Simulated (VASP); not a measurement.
# Sc2Al in VASP: further runs

Sc2Al is run at these levels: r2SCAN; tasks: single point, relaxation of cell and atoms.

Program: VASP 6.6.1. These are calculated values, not measurements. Logs are shortened: lines on timing, memory, paths and dates and some standing lists are left out, and cuts for length are marked.

### Step 1. The cell of the first run

The structure is orthorhombic, space group Immm (No. 71). The conventional cell has a = 3.307 Å, b = 5.194 Å, c = 7.991 Å, α = 90.00°, β = 90.00°, γ = 90.00°. Sc (site symmetry mm2) has 4 Al at 2.91 to 3.05 Å and 7 Sc at 3.18 to 3.31 Å within 3.8 Å. Al (site symmetry mmm) has 8 Sc at 2.91 to 3.05 Å and 2 Al at 3.31 Å within 3.8 Å.

### Step 2. Single point, r2SCAN

Contents of POSCAR:

```
Sc2Al
1.0
   -1.6537272186      2.5970500587      3.9953967058
    1.6537272186     -2.5970500587      3.9953967058
    1.6537272186      2.5970500587     -3.9953967058
Sc Al
2 1
Direct
    0.6999650494      0.1999650494      0.5000000000
    0.3000349506      0.8000349506      0.5000000000
    0.0000000000      0.0000000000      0.0000000000
```

Contents of INCAR.step1:

```
SYSTEM = Sc2Al
ALGO = Normal
EDIFF = 1E-4
ENCUT = 520
GGA = PE
ISMEAR = 0
LASPH = .TRUE.
LCHARG = .FALSE.
LREAL = .FALSE.
LWAVE = .TRUE.
NBANDS = 20
NELM = 100
PREC = Accurate
SIGMA = 0.1
```

Contents of INCAR.step2:

```
SYSTEM = Sc2Al
ALGO = Normal
EDIFF = 1E-6
ENCUT = 520
ISIF = 2
ISMEAR = 0
ISTART = 1
LASPH = .TRUE.
LCHARG = .FALSE.
LMIXTAU = .TRUE.
LREAL = .FALSE.
LWAVE = .FALSE.
METAGGA = R2SCAN
NBANDS = 20
NELM = 100
PREC = Accurate
SIGMA = 0.1
```

Contents of KPOINTS:

```
k-points
0
G
  6 6 6
  0 0 0
```

Potentials or basis: VASP PAW PBE potentials, release 64 (Sc_sv, Al).

Launch:

```bash
$ cat potpaw_PBE.64/Sc_sv/POTCAR potpaw_PBE.64/Al/POTCAR > POTCAR
$ cp INCAR.step1 INCAR
$ mpirun -np 1 vasp_std > vasp.out
$ cp INCAR.step2 INCAR
$ mpirun -np 1 vasp_std > vasp.out
```

OUTCAR:

```text
SYSTEM = Sc2Al
   EDIFF = 1E-6
   ENCUT = 520
   ISIF = 2
   ISMEAR = 0
   ISTART = 1
   LASPH = .TRUE.
   LREAL = .FALSE.
   METAGGA = R2SCAN
   NELM = 100
   PREC = Accurate

 ion  position               nearest neighbor table
   1  0.700  0.200  0.500-   3 2.91   3 2.91   3 3.05   3 3.05   2 3.18   2 3.18   2 3.18   2 3.18
                             2 3.20
   2  0.300  0.800  0.500-   3 2.91   3 2.91   3 3.05   3 3.05   1 3.18   1 3.18   1 3.18   1 3.18
                             1 3.20
   3  0.000  0.000  0.000-   2 2.91   1 2.91   2 2.91   1 2.91   1 3.05   1 3.05   2 3.05   2 3.05

  LATTYP: Found a body centered orthorhombic cell.
 ALAT       =     3.3074544372
 B/A-ratio  =     1.5704222737
 C/A-ratio  =     2.4159950086

  Lattice vectors:

 A1 = (  -1.6537272186,   2.5970500587,   3.9953967058)
 A2 = (   1.6537272186,  -2.5970500587,   3.9953967058)
 A3 = (   1.6537272186,   2.5970500587,  -3.9953967058)

Analysis of symmetry for initial positions (statically):
=====================================================================
 Subroutine PRICEL returns:
 Original cell was already a primitive cell.

 Routine SETGRP: Setting up the symmetry group for a
 body centered orthorhombic supercell.

 Subroutine GETGRP returns: Found  8 space group operations
 (whereof  8 operations were pure point group operations)
 out of a pool of  8 trial point group operations.

The static configuration has the point symmetry D_2h.

Analysis of symmetry for dynamics (positions and initial velocities):
=====================================================================
 Subroutine PRICEL returns:
 Original cell was already a primitive cell.

 Routine SETGRP: Setting up the symmetry group for a
 body centered orthorhombic supercell.

 Subroutine GETGRP returns: Found  8 space group operations
 (whereof  8 operations were pure point group operations)
 out of a pool of  8 trial point group operations.

The dynamic configuration has the point symmetry D_2h.

 Subroutine INISYM returns: Found  8 space group operations
 (whereof  8 operations are pure point group operations),
 and found     1 'primitive' translations

----------------------------------------------------------------------------------------

                                     Primitive cell

  volume of cell :      68.6379

  direct lattice vectors                    reciprocal lattice vectors
    -1.653727219  2.597050059  3.995396706     0.000000000  0.192526131  0.125144019
     1.653727219 -2.597050059  3.995396706     0.302347325  0.000000000  0.125144019
     1.653727219  2.597050059 -3.995396706     0.302347325  0.192526131  0.000000000

  length of vectors
     5.044073508  5.044073508  5.044073508     0.229624338  0.327223059  0.358441370

  position of ions in fractional coordinates (direct lattice)
     0.699965049  0.199965049  0.500000000
     0.300034951  0.800034951  0.500000000
     0.000000000  0.000000000  0.000000000

  ion indices of the primitive-cell ions
   primitive index   ion index
                 1           1
                 2           2
                 3           3

----------------------------------------------------------------------------------------

 KPOINTS: k-points

Automatic generation of k-mesh.
 Grid dimensions read from file:
 generate k-points for:    6    6    6

 Generating k-lattice:

  Cartesian coordinates                     Fractional coordinates (reciprocal lattice)
     0.000000000  0.032087689  0.020857336     0.166666667  0.000000000  0.000000000
     0.050391221  0.000000000  0.020857336     0.000000000  0.166666667  0.000000000
     0.050391221  0.032087689  0.000000000     0.000000000  0.000000000  0.166666667

  Length of vectors
     0.038270723  0.054537176  0.059740228

  Shift w.r.t. Gamma in fractional coordinates (k-lattice)
     0.000000000  0.000000000  0.000000000

 Subroutine IBZKPT returns following result:
 ===========================================

 Found     46 irreducible k-points:

 Following reciprocal coordinates:
            Coordinates               Weight
  0.000000  0.000000  0.000000      1.000000
  0.166667  0.000000 -0.000000      4.000000
  0.333333  0.000000 -0.000000      4.000000
  0.500000  0.000000  0.000000      2.000000
  0.000000  0.166667 -0.000000      4.000000
  0.166667  0.166667 -0.000000      8.000000
[... 16 lines left out ...]
 -0.166667  0.166667  0.166667      2.000000
  0.166667  0.333333  0.166667      4.000000
 [... further k-points ...]
   k-points           NKPTS =     46   k-points in BZ     NKDIM =     46   number of bands    NBANDS=     20
   number of dos      NEDOS =    301   number of ions     NIONS =      3
   total plane-waves  NPLWV =  64000
   dimension x,y,z NGX =    40 NGY =   40 NGZ =   40
   dimension x,y,z NGXF=    80 NGYF=   80 NGZF=   80
   ions per type =               2   1
   NGX,Y,Z   is equivalent  to a cutoff of  13.18, 13.18, 13.18 a.u.
   NGXF,Y,Z  is equivalent  to a cutoff of  26.37, 26.37, 26.37 a.u.
 SYSTEM =  Sc2Al
   PREC   = accura    normal or accurate (medium, high low for compatibility)
   ISTART =      1    job   : 0-new  1-cont  2-samecut
   ICHARG =      0    charge: 1-file 2-atom 10-const
   ISPIN  =      1    spin polarized calculation?
   LNONCOLLINEAR =      F non collinear calculations
   LSORBIT =      F    spin-orbit coupling
   LASPH  =      T    aspherical Exc in radial PAW
   ENCUT  =  520.0 eV  38.22 Ry    6.18 a.u.   9.38  9.38  9.38*2*pi/ulx,y,z
   NELM   =    100;   NELMIN=  2; NELMDL=  0     # of ELM steps
   EDIFF  = 0.1E-05   stopping-criterion for ELM
   LREAL  =      F    real-space projection
   EDIFFG = 0.1E-04   stopping-criterion for IOM
   NSW    =      0    number of steps for IOM
   IBRION =     -1    ionic relax: 0-MD 1-quasi-New 2-CG
   NFREE  =      0    steps in history (QN), initial steepest desc. (CG)
   ISIF   =      2    stress and relaxation
   ISYM   =      2    0-nonsym 1-usesym 2-fastsym
   POTIM  = 0.5000    time-step for ionic-motion
   TEBEG  =    0.0;   TEEND  =   0.0 temperature during run
   PSTRESS=    0.0 pullay stress
   NELECT =      25.0000    total number of electrons
   NUPDOWN=      -1.0000    fix difference up-down
   EMIN   =  10.00;   EMAX   =-10.00  energy-range for DOS
   EFERMI =   0.00;   METHOD = LEGACY
   ISMEAR =     0;   SIGMA  =   0.10  broadening in eV -4-tet -1-fermi 0-gaus
   EFERMI_NEDOS =   21; number of points for ismear=-14 and -15
   IALGO  =     38    algorithm
   IMIX   =      4    mixing-type and parameters
     AMIX     =   0.40;   BMIX     =  1.00
     AMIX_MAG =   1.60;   BMIX_MAG =  1.00
  volume/ion in A,a.u.               =      22.88       154.40
  Fermi-wavevector in a.u.,A,eV,Ry     =   1.169141  2.209356 18.597669  1.366890
  Thomas-Fermi vector in A             =   2.305618
   LORBIT       =      0    0 simple, 1 ext, 2 COOP (PROOUT), +10 PAW based schemes
   METAGGA = R2SCAN    functional components
   LHFCALC =     F    Hartree Fock is set to
   AEXX    =    0.0000 exact exchange contribution
   IVDW    =     0    specifies the selected vdW correction
   LEPSILON=     F    determine dielectric tensor
   LRPA    =     F    only Hartree local field effects (RPA)
 non-spin polarized calculation
 Gauss-broadening in eV      SIGMA  =   0.10
  energy-cutoff  :      520.00
  volume of cell :       68.64
 maximum number of plane-waves:      1862
 NGX is ok and might be reduce to    40
   NGX = 19   NGY = 19   NGZ = 19

 number of electron      24.9999998 magnetization

 Free energy of the ion-electron system (eV)
  ---------------------------------------------------
  ext. energy  EPLUGINS =         0.00000000
  ---------------------------------------------------
  free energy    TOTEN  =       -29.65585160 eV

  energy without entropy =      -29.63706116  energy(sigma->0) =      -29.64645638

 E-fermi :   4.6312     XC(G=0): -10.4390

 val. band max:        4.6236616425   @ k =   0.3333   0.3333   0.1667
 cond. band min:       4.6509873759   @ k =  -0.3333   0.1667   0.0000
 fundamental gap:      0.0273257335
 Fermi energy:         4.6312434377

 k-point     1 :       0.0000    0.0000    0.0000
  band No.  band energies     occupation
      1     -47.2939      2.00000
      2     -47.2243      2.00000
      3     -25.0759      2.00000
      4     -25.0630      2.00000
      5     -24.9560      2.00000
      6     -24.8288      2.00000
[... 12 lines left out ...]
     19       7.4663      0.00000
     20       8.4373      0.00000

 k-point     2 :       0.1667    0.0000   -0.0000
  band No.  band energies     occupation
      1     -47.2894      2.00000
      2     -47.2288      2.00000
      3     -25.0750      2.00000
      4     -25.0578      2.00000
      5     -24.9454      2.00000
      6     -24.8228      2.00000
[... 12 lines left out ...]
     19       7.3292      0.00000
     20       8.0958      0.00000

 k-point     3 :       0.3333    0.0000   -0.0000
  band No.  band energies     occupation
      1     -47.2774      2.00000
      2     -47.2408      2.00000
      3     -25.0894      2.00000
      4     -25.0237      2.00000
      5     -24.9204      2.00000
      6     -24.8149      2.00000
[... 12 lines left out ...]
     19       7.1141      0.00000
     20       7.9872      0.00000

 k-point     4 :       0.5000    0.0000    0.0000
  band No.  band energies     occupation
      1     -47.2656      2.00000
      2     -47.2525      2.00000
      3     -25.0960      2.00000
      4     -25.0031      2.00000
      5     -24.8848      2.00000
      6     -24.8670      2.00000
[... 12 lines left out ...]
     19       7.4703      0.00000
     20       7.8218      0.00000

 k-point     5 :       0.0000    0.1667   -0.0000
  band No.  band energies     occupation
      1     -47.2849      2.00000
      2     -47.2244      2.00000
      3     -25.0618      2.00000
      4     -25.0493      2.00000
      5     -24.9522      2.00000
      6     -24.8682      2.00000
[... 12 lines left out ...]
     19       7.6525      0.00000
     20       7.9719      0.00000

 k-point     6 :       0.1667    0.1667   -0.0000
  band No.  band energies     occupation
      1     -47.2797      2.00000
      2     -47.2296      2.00000
      3     -25.0733      2.00000
      4     -25.0394      2.00000
      5     -24.9467      2.00000
      6     -24.8582      2.00000
[... 12 lines left out ...]
     19       7.5215      0.00000
     20       7.9059      0.00000

 k-point     7 :       0.3333    0.1667    0.0000
  band No.  band energies     occupation
      1     -47.2685      2.00000
      2     -47.2408      2.00000
      3     -25.0866      2.00000
      4     -25.0128      2.00000
      5     -24.9426      2.00000
      6     -24.8618      2.00000
[... 12 lines left out ...]
     19       7.4053      0.00000
     20       7.8833      0.00000
[... 277 lines left out ...]
 k-point    20 :       0.5000    0.5000    0.0000
  band No.  band energies     occupation
      1     -47.2477      2.00000
      2     -47.2348      2.00000
      3     -25.0819      2.00000
      4     -25.0640      2.00000
      5     -25.0533      2.00000
      6     -24.9254      2.00000
[... 12 lines left out ...]
     19       8.1756      0.00000
     20       8.3785      0.00000

 k-point    21 :       0.1667    0.1667    0.1667
  band No.  band energies     occupation
      1     -47.2574      2.00000
      2     -47.2340      2.00000
      3     -25.0672      2.00000
      4     -25.0365      2.00000
      5     -24.9912      2.00000
      6     -24.9324      2.00000
[... 12 lines left out ...]
     19       7.6467      0.00000
     20       7.9651      0.00000

 k-point    22 :       0.3333    0.1667    0.1667
  band No.  band energies     occupation
      1     -47.2522      2.00000
      2     -47.2393      2.00000
      3     -25.0700      2.00000
      4     -25.0348      2.00000
      5     -25.0193      2.00000
      6     -24.9296      2.00000
[... 12 lines left out ...]
     19       7.6487      0.00000
     20       7.9117      0.00000

 k-point    23 :      -0.1667    0.1667    0.1667
  band No.  band energies     occupation
      1     -47.2664      2.00000
      2     -47.2252      2.00000
      3     -25.0603      2.00000
      4     -24.9753      2.00000
      5     -24.9728      2.00000
      6     -24.9106      2.00000
[... 12 lines left out ...]
     19       7.7194      0.00000
     20       7.7484      0.00000

 k-point    24 :       0.1667    0.3333    0.1667
  band No.  band energies     occupation
      1     -47.2477      2.00000
      2     -47.2349      2.00000
      3     -25.0681      2.00000
      4     -25.0615      2.00000
      5     -25.0380      2.00000
      6     -24.9262      2.00000
[... 12 lines left out ...]
     19       7.3405      0.00000
     20       8.3947      0.00000

 [... further k-points ...]

------------------------ aborting loop because EDIFF is reached ----------------------------------------

  FORCE on cell =-STRESS in cart. coord.  units (eV):
  Direction    XX          YY          ZZ          XY          YZ          ZX
  --------------------------------------------------------------------------------------
  -------------------------------------------------------------------------------------
  Total        0.1072241     -0.0311949      0.1385950     -0.0000000      0.0000000      0.0000000
  in kB        2.5028734     -0.7281660      3.2351480     -0.0000000      0.0000000      0.0000000
  external PRESSURE =       1.6699518 kB  Pullay stress =       0.0000000 kB

 VOLUME and BASIS-vectors are now :
 -----------------------------------------------------------------------------
  energy-cutoff  :      520.00
  volume of cell :       68.64
      direct lattice vectors                 reciprocal lattice vectors
    -1.653727219  2.597050059  3.995396706     0.000000000  0.192526131  0.125144019
     1.653727219 -2.597050059  3.995396706     0.302347325  0.000000000  0.125144019
     1.653727219  2.597050059 -3.995396706     0.302347325  0.192526131  0.000000000

 POSITION                                       TOTAL-FORCE (eV/Angst)
 -----------------------------------------------------------------------------------
      0.00000      2.59705      1.59788        -0.000000      0.000000     -0.028403
      1.65373      0.00000      2.39752         0.000000     -0.000000      0.028403
      0.00000      0.00000      0.00000         0.000000      0.000000      0.000000
 -----------------------------------------------------------------------------------
    total drift:                               -0.000000     -0.000000      0.000000

  FREE ENERGIE OF THE ION-ELECTRON SYSTEM (eV)
  ---------------------------------------------------
  free  energy   TOTEN  =       -29.6558515951 eV

  energy  without entropy=      -29.6370611619  energy(sigma->0) =      -29.64645638
```

Run time: 5.8 min. Hardware: 1 thread of Intel Xeon Platinum 8259CL at 2.50GHz (Skylake/Cascade Lake), shared host; peak memory 0.29 GiB.

What came out:

* Free energy: -29.6559 eV
* Pressure: 0.2 GPa
* Largest force: 0.028 eV/Å
* Band gap on the k mesh: zero (an odd number of electrons rules out a gap without spin polarisation)

Forces on the atoms (eV/Å):
```
Sc   0.000  0.000 -0.028
Sc   0.000  0.000  0.028
Al   0.000  0.000  0.000
```

Caveat: the PAW data sets were made with another functional, which shifts forces and pressure a little.

(Part 1 of 2 ends here.)
